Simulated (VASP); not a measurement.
# Sn in VASP: further runs

Sn is run at these levels: r2SCAN; tasks: electric field gradients.

All numbers are computed with VASP 6.6.1; they aren't measurements. Logs are shortened: lines on timing, memory, paths and dates and some standing lists are left out, and cuts for length are marked.

## 1. The cell of the first run

It takes space group Fmmm (No. 69, orthorhombic). Conventional cell: a = 3.789 Å, b = 5.319 Å, c = 5.399 Å, α = 90.00°, β = 90.00°, γ = 90.00°. Sn (site symmetry mmm) has 14 Sn at 3.27 to 3.79 Å within 4.3 Å.

## 2. Electric field gradients, r2SCAN (xy shear strain of +1.5 %)

File POSCAR:

```
Sn
1.0
   -1.8804419306      1.8804419306      1.8946518192
    1.8804419306     -1.8804419306      1.8946518192
    1.9088617078      1.9088617078     -1.8946518192
Sn
1
Direct
    0.0000000000      0.0000000000      0.0000000000
```

File INCAR.step1:

```
SYSTEM = Sn
ALGO = Normal
EDIFF = 1E-4
ENCUT = 520
GGA = PE
ISMEAR = -1
LASPH = .True.
LCHARG = .False.
LREAL = .False.
LWAVE = .True.
NBANDS = 13
NELM = 100
PREC = Accurate
SIGMA = 0.08
```

File INCAR.step2:

```
SYSTEM = Sn
ALGO = Normal
EDIFF = 1E-8
ENCUT = 520
ISIF = 2
ISMEAR = -1
ISTART = 1
LASPH = .True.
LCHARG = .False.
LEFG = .True.
LMIXTAU = .True.
LREAL = .False.
LWAVE = .False.
METAGGA = R2SCAN
NBANDS = 13
NELM = 100
PREC = Accurate
SIGMA = 0.08
```

File KPOINTS:

```
k-points
0
Gamma
  14 14 14
  0 0 0
```

Potentials or basis: VASP PAW PBE potentials, release 64 (Sn_d).

Run with:

```bash
$ cat potpaw_PBE.64/Sn_d/POTCAR > POTCAR
$ cp INCAR.step1 INCAR
$ mpirun -np 1 vasp_std > vasp.out
$ cp INCAR.step2 INCAR
$ mpirun -np 1 vasp_std > vasp.out
```

OUTCAR:

```text
SYSTEM = Sn
   EDIFF = 1E-8
   ENCUT = 520
   ISIF = 2
   ISMEAR = -1
   ISTART = 1
   LASPH = .True.
   LREAL = .False.
   METAGGA = R2SCAN
   NELM = 100
   PREC = Accurate

 ion  position               nearest neighbor table
   1  0.000  0.000  0.000-

  LATTYP: Found a face centered orthorhombic cell.
 ALAT       =     3.7893036384
 B/A-ratio  =     1.4036069607
 C/A-ratio  =     1.4248201641

  Lattice vectors:

 A1 = (   3.7893036384,   0.0284197772,   0.0000000000)
 A2 = (   1.9088617078,   1.9088617078,   1.8946518192)
 A3 = (   1.8804419306,  -1.8804419306,   1.8946518192)

Analysis of symmetry for initial positions (statically):
=====================================================================
 Subroutine PRICEL returns:
 Original cell was already a primitive cell.

 Routine SETGRP: Setting up the symmetry group for a
 face centered orthorhombic supercell.

 Subroutine GETGRP returns: Found  8 space group operations
 (whereof  8 operations were pure point group operations)
 out of a pool of  8 trial point group operations.

The static configuration has the point symmetry D_2h.

Analysis of symmetry for dynamics (positions and initial velocities):
=====================================================================
 Subroutine PRICEL returns:
 Original cell was already a primitive cell.

 Routine SETGRP: Setting up the symmetry group for a
 face centered orthorhombic supercell.

 Subroutine GETGRP returns: Found  8 space group operations
 (whereof  8 operations were pure point group operations)
 out of a pool of  8 trial point group operations.

The dynamic configuration has the point symmetry D_2h.

 Subroutine INISYM returns: Found  8 space group operations
 (whereof  8 operations are pure point group operations),
 and found     1 'primitive' translations

----------------------------------------------------------------------------------------

                                     Primitive cell

  volume of cell :      27.2034

  direct lattice vectors                    reciprocal lattice vectors
    -1.880441931  1.880441931  1.894651819    -0.001979367  0.263915576  0.263900731
     1.880441931 -1.880441931  1.894651819     0.263915576 -0.001979367  0.263900731
     1.908861708  1.908861708 -1.894651819     0.261936209  0.261936209  0.000000000

  length of vectors
     3.265245661  3.265245661  3.298061788     0.373227739  0.373227739  0.370433740

  position of ions in fractional coordinates (direct lattice)
     0.000000000  0.000000000  0.000000000

  ion indices of the primitive-cell ions
   primitive index   ion index
                 1           1

----------------------------------------------------------------------------------------

 KPOINTS: k-points

Automatic generation of k-mesh.
 Grid dimensions read from file:
 generate k-points for:   14   14   14

 Generating k-lattice:

  Cartesian coordinates                     Fractional coordinates (reciprocal lattice)
    -0.000141383  0.018851113  0.018850052     0.071428571  0.000000000  0.000000000
     0.018851113 -0.000141383  0.018850052     0.000000000  0.071428571  0.000000000
     0.018709729  0.018709729  0.000000000     0.000000000  0.000000000  0.071428571

  Length of vectors
     0.026659124  0.026659124  0.026459553

  Shift w.r.t. Gamma in fractional coordinates (k-lattice)
     0.000000000  0.000000000  0.000000000

 Subroutine IBZKPT returns following result:
 ===========================================

 Found    428 irreducible k-points:

 Following reciprocal coordinates:
            Coordinates               Weight
  0.000000  0.000000  0.000000      1.000000
  0.071429  0.000000 -0.000000      8.000000
  0.142857 -0.000000  0.000000      8.000000
  0.214286 -0.000000 -0.000000      8.000000
  0.285714 -0.000000 -0.000000      8.000000
  0.357143  0.000000 -0.000000      8.000000
[... 16 lines left out ...]
  0.214286  0.142857 -0.000000      8.000000
  0.285714  0.142857 -0.000000      8.000000
 [... further k-points ...]
   k-points           NKPTS =    428   k-points in BZ     NKDIM =    428   number of bands    NBANDS=     13
   number of dos      NEDOS =    301   number of ions     NIONS =      1
   total plane-waves  NPLWV =  16128
   dimension x,y,z NGX =    24 NGY =   24 NGZ =   28
   dimension x,y,z NGXF=    48 NGYF=   48 NGZF=   56
   ions per type =               1
   NGX,Y,Z   is equivalent  to a cutoff of  12.22, 12.22, 14.11 a.u.
   NGXF,Y,Z  is equivalent  to a cutoff of  24.44, 24.44, 28.23 a.u.
 SYSTEM =  Sn
   PREC   = accura    normal or accurate (medium, high low for compatibility)
   ISTART =      1    job   : 0-new  1-cont  2-samecut
   ICHARG =      0    charge: 1-file 2-atom 10-const
   ISPIN  =      1    spin polarized calculation?
   LNONCOLLINEAR =      F non collinear calculations
   LSORBIT =      F    spin-orbit coupling
   LASPH  =      T    aspherical Exc in radial PAW
   ENCUT  =  520.0 eV  38.22 Ry    6.18 a.u.   6.07  6.07  6.13*2*pi/ulx,y,z
   NELM   =    100;   NELMIN=  2; NELMDL=  0     # of ELM steps
   EDIFF  = 0.1E-07   stopping-criterion for ELM
   LREAL  =      F    real-space projection
   EDIFFG = 0.1E-06   stopping-criterion for IOM
   NSW    =      0    number of steps for IOM
   IBRION =     -1    ionic relax: 0-MD 1-quasi-New 2-CG
   NFREE  =      0    steps in history (QN), initial steepest desc. (CG)
   ISIF   =      2    stress and relaxation
   ISYM   =      2    0-nonsym 1-usesym 2-fastsym
   POTIM  = 0.5000    time-step for ionic-motion
   TEBEG  =    0.0;   TEEND  =   0.0 temperature during run
   PSTRESS=    0.0 pullay stress
   NELECT =      14.0000    total number of electrons
   NUPDOWN=      -1.0000    fix difference up-down
   EMIN   =  10.00;   EMAX   =-10.00  energy-range for DOS
   EFERMI =   0.00;   METHOD = LEGACY
   ISMEAR =    -1;   SIGMA  =   0.08  broadening in eV -4-tet -1-fermi 0-gaus
   EFERMI_NEDOS =   21; number of points for ismear=-14 and -15
   IALGO  =     38    algorithm
   IMIX   =      4    mixing-type and parameters
     AMIX     =   0.40;   BMIX     =  1.00
     AMIX_MAG =   1.60;   BMIX_MAG =  1.00
  volume/ion in A,a.u.               =      27.20       183.58
  Fermi-wavevector in a.u.,A,eV,Ry     =   1.311927  2.479182 23.417691  1.721152
  Thomas-Fermi vector in A             =   2.442354
   LORBIT       =      0    0 simple, 1 ext, 2 COOP (PROOUT), +10 PAW based schemes
   METAGGA = R2SCAN    functional components
   LHFCALC =     F    Hartree Fock is set to
   AEXX    =    0.0000 exact exchange contribution
   IVDW    =     0    specifies the selected vdW correction
   LEPSILON=     F    determine dielectric tensor
   LRPA    =     F    only Hartree local field effects (RPA)
 non-spin polarized calculation
  energy-cutoff  :      520.00
  volume of cell :       27.20
 maximum number of plane-waves:       746
   NGX = 13   NGY = 13   NGZ = 13

 number of electron      14.0000000 magnetization

 Free energy of the ion-electron system (eV)
  ---------------------------------------------------
  ext. energy  EPLUGINS =         0.00000000
  ---------------------------------------------------
  free energy    TOTEN  =       -24.50998276 eV

  energy without entropy =      -24.50015837  energy(sigma->0) =      -24.50507057

 E-fermi :   8.0081     XC(G=0): -11.2585

 val. band max:        8.0013479218   @ k =  -0.2143  -0.2857   0.1429
 cond. band min:       8.0182745834   @ k =  -0.2857   0.3571   0.3571
 fundamental gap:      0.0169266616
 Fermi energy:         8.0080544936

 k-point     1 :       0.0000    0.0000    0.0000
  band No.  band energies     occupation
      1     -14.2539      2.00000
      2     -14.2471      2.00000
      3     -14.2395      2.00000
      4     -14.0943      2.00000
      5     -14.0938      2.00000
      6      -3.6240      2.00000
      7      16.2915      0.00000
      8      16.4484      0.00000
      9      16.5898      0.00000
     10      20.8451      0.00000
     11      20.9341      0.00000
     12      21.0413      0.00000
     13      21.1898      0.00000

 k-point     2 :       0.0714    0.0000   -0.0000
  band No.  band energies     occupation
      1     -14.2524      2.00000
      2     -14.2426      2.00000
      3     -14.2327      2.00000
      4     -14.0970      2.00000
      5     -14.0944      2.00000
      6      -3.5063      2.00000
      7      15.4187      0.00000
      8      15.9262      0.00000
      9      16.3316      0.00000
     10      19.6481      0.00000
     11      19.9139      0.00000
[... 339 lines left out ...]
 k-point    24 :       0.2857    0.1429   -0.0000
  band No.  band energies     occupation
      1     -14.2691      2.00000
      2     -14.2109      2.00000
      3     -14.1177      2.00000
      4     -14.1052      2.00000
      5     -14.0591      2.00000
      6      -0.3661      2.00000
      7       6.6198      2.00000
      8      10.1607      0.00000
      9      13.0452      0.00000
     10      17.7196      0.00000
     11      20.0468      0.00000
     12      21.3819      0.00000
     13      25.4942      0.00000

 [... further k-points ...]
[... 5 lines left out ...]
  --------------------------------------------------------------------------------------
  -------------------------------------------------------------------------------------
  Total       -0.0903412     -0.0903412     -0.0837414     -0.0880855      0.0000000      0.0000000
  in kB       -5.3207490     -5.3207490     -4.9320442     -5.1878980      0.0000000      0.0000000
  external PRESSURE =      -5.1911808 kB  Pullay stress =       0.0000000 kB

 VOLUME and BASIS-vectors are now :
 -----------------------------------------------------------------------------
  energy-cutoff  :      520.00
  volume of cell :       27.20
      direct lattice vectors                 reciprocal lattice vectors
    -1.880441931  1.880441931  1.894651819    -0.001979367  0.263915576  0.263900731
     1.880441931 -1.880441931  1.894651819     0.263915576 -0.001979367  0.263900731
     1.908861708  1.908861708 -1.894651819     0.261936209  0.261936209  0.000000000

 POSITION                                       TOTAL-FORCE (eV/Angst)
 -----------------------------------------------------------------------------------
      0.00000      0.00000      0.00000        -0.000000      0.000000      0.000000
 -----------------------------------------------------------------------------------
    total drift:                               -0.000000     -0.000000      0.000000

  FREE ENERGIE OF THE ION-ELECTRON SYSTEM (eV)
  ---------------------------------------------------
  free  energy   TOTEN  =       -24.5099827598 eV

  energy  without entropy=      -24.5001583740  energy(sigma->0) =      -24.50507057

 Electric field gradients (V/A^2)
---------------------------------------------------------------------
 ion       V_xx      V_yy      V_zz      V_xy      V_xz      V_yz
---------------------------------------------------------------------
   1       0.267     0.267    -0.535     8.365    -0.003    -0.003
---------------------------------------------------------------------

 Electric field gradients after diagonalization (V/A^2)
 (convention: |V_zz| > |V_xx| > |V_yy|)
----------------------------------------------------------------------
 ion       V_xx      V_yy      V_zz     asymmetry (V_yy - V_xx)/ V_zz
----------------------------------------------------------------------
   1      -8.098    -0.535     8.633       0.876
----------------------------------------------------------------------

           NMR quadrupolar parameters

 Cq : quadrupolar parameter    Cq=e*Q*V_zz/h
 eta: asymmetry parameters     (V_yy - V_xx)/ V_zz
 Q  : nuclear electric quadrupole moment in mb (millibarn)
----------------------------------------------------------------------
 ion       Cq(MHz)       eta       Q (mb)
----------------------------------------------------------------------
   1       0.021       0.876       1.000
----------------------------------------------------------------------
```

It took 4 min on 1 thread of Intel Xeon Platinum 8488C (Sapphire Rapids), shared host; peak memory 0.26 GiB.

Results:

```yaml
Free_energy: -24.5100 eV
Pressure: -0.5 GPa
Band_gap_on_the_k_mesh: zero (band 7 reaches 16.29 eV, above the bottom of band 8 at 5.44 eV)
```

Electric field gradients, principal values (V/Å²):
```
atom   least  middle  greatest (by size)
1 Sn  -0.535  -8.098               8.633
```

Caveat: the cell differs from its parent crystal (xy shear strain of +1.5 %); without QUAD_EFG the Cq values of the log hold for a quadrupole moment of 1 mb, not for the nuclei; the PAW data sets were made with another functional, which shifts forces and pressure a little; spin-orbit coupling is left out, which moves the levels of the heavy elements.

## 3. Electric field gradients, r2SCAN (xy shear strain of -2 %)

File POSCAR:

```
Sn
1.0
   -1.9135983374      1.9135983374      1.8946518192
    1.9135983374     -1.9135983374      1.8946518192
    1.8757053010      1.8757053010     -1.8946518192
Sn
1
Direct
    0.0000000000      0.0000000000      0.0000000000
```

INCAR.step1 is that of step 2.

INCAR.step2 is that of step 2.

KPOINTS is that of step 2.

Potentials or basis: VASP PAW PBE potentials, release 64 (Sn_d).

Run with:

```bash
$ cat potpaw_PBE.64/Sn_d/POTCAR > POTCAR
$ cp INCAR.step1 INCAR
$ mpirun -np 1 vasp_std > vasp.out
$ cp INCAR.step2 INCAR
$ mpirun -np 1 vasp_std > vasp.out
```

OUTCAR:

```text
SYSTEM = Sn
   EDIFF = 1E-8
   ENCUT = 520
   ISIF = 2
   ISMEAR = -1
   ISTART = 1
   LASPH = .True.
   LREAL = .False.
   METAGGA = R2SCAN
   NELM = 100
   PREC = Accurate

 ion  position               nearest neighbor table
   1  0.000  0.000  0.000-

  LATTYP: Found a face centered orthorhombic cell.
 ALAT       =     3.7893036384
 B/A-ratio  =     1.4000714267
 C/A-ratio  =     1.4283556980

  Lattice vectors:

 A1 = (  -0.0378930364,   3.7893036384,   0.0000000000)
 A2 = (  -1.9135983374,   1.9135983374,   1.8946518192)
 A3 = (   1.8757053010,   1.8757053010,   1.8946518192)

Analysis of symmetry for initial positions (statically):
=====================================================================
 Subroutine PRICEL returns:
 Original cell was already a primitive cell.

 Routine SETGRP: Setting up the symmetry group for a
 face centered orthorhombic supercell.
[... 566 lines left out ...]
  external PRESSURE =      -5.0752257 kB  Pullay stress =       0.0000000 kB

 VOLUME and BASIS-vectors are now :
 -----------------------------------------------------------------------------
  energy-cutoff  :      520.00
  volume of cell :       27.20
      direct lattice vectors                 reciprocal lattice vectors
    -1.913598337  1.913598337  1.894651819     0.002639271  0.263927124  0.263900731
     1.913598337 -1.913598337  1.894651819     0.263927124  0.002639271  0.263900731
     1.875705301  1.875705301 -1.894651819     0.266566395  0.266566395  0.000000000

 POSITION                                       TOTAL-FORCE (eV/Angst)
 -----------------------------------------------------------------------------------
      0.00000      0.00000      0.00000         0.000000     -0.000000      0.000000
 -----------------------------------------------------------------------------------
    total drift:                                0.000000     -0.000000     -0.000000

  FREE ENERGIE OF THE ION-ELECTRON SYSTEM (eV)
  ---------------------------------------------------
  free  energy   TOTEN  =       -24.5094740169 eV

  energy  without entropy=      -24.4995035257  energy(sigma->0) =      -24.50448877

 Electric field gradients (V/A^2)
---------------------------------------------------------------------
 ion       V_xx      V_yy      V_zz      V_xy      V_xz      V_yz
---------------------------------------------------------------------
   1       0.458     0.458    -0.916   -11.117    -0.001    -0.001
---------------------------------------------------------------------

 Electric field gradients after diagonalization (V/A^2)
 (convention: |V_zz| > |V_xx| > |V_yy|)
----------------------------------------------------------------------
 ion       V_xx      V_yy      V_zz     asymmetry (V_yy - V_xx)/ V_zz
----------------------------------------------------------------------
   1     -10.659    -0.916    11.575       0.842
----------------------------------------------------------------------

           NMR quadrupolar parameters

 Cq : quadrupolar parameter    Cq=e*Q*V_zz/h
 eta: asymmetry parameters     (V_yy - V_xx)/ V_zz
 Q  : nuclear electric quadrupole moment in mb (millibarn)
----------------------------------------------------------------------
 ion       Cq(MHz)       eta       Q (mb)
----------------------------------------------------------------------
   1       0.028       0.842       1.000
----------------------------------------------------------------------
```

Run time: 5.7 min. Hardware: 1 thread of Intel Xeon Platinum 8488C (Sapphire Rapids), shared host; peak memory 0.27 GiB.

Results:

```yaml
Free_energy: -24.5095 eV
Pressure: -0.5 GPa
Band_gap_on_the_k_mesh: zero (band 7 reaches 16.24 eV, above the bottom of band 8 at 5.43 eV)
```

Stress tensor (GPa, compression positive):
```
-0.53  0.68  0.00
 0.68 -0.53  0.00
 0.00  0.00 -0.46
```

Levels at points of the mesh, in eV from the Fermi level:
```
           k point  band 5  band 6  band 7  band 8  band 9  band 10
(0.00, 0.00, 0.00)  -22.10  -11.63    8.23    8.44    8.63    12.81
(0.50, 0.00, 0.00)  -22.01   -6.64   -4.67    3.74    5.88     8.39
(0.50, 0.50, 0.00)  -22.02   -6.80   -4.72    3.91    5.93     8.70
(0.00, 0.00, 0.50)  -22.01   -6.47   -4.63    3.60    5.79     8.42
(0.50, 0.50, 0.50)  -22.03   -2.31   -0.68   -0.58   -0.48     4.19
```

Electric field gradients, principal values (V/Å²):
| atom | least | middle | greatest (by size) |
| --- | --- | --- | --- |
| 1 Sn | -0.916 | -10.659 | 11.575 |

Caveat: the cell differs from its parent crystal (xy shear strain of -2 %); without QUAD_EFG the Cq values of the log hold for a quadrupole moment of 1 mb, not for the nuclei; the PAW data sets were made with another functional, which shifts forces and pressure a little; spin-orbit coupling is left out, which moves the levels of the heavy elements.

(Part 1 of 2 ends here.)
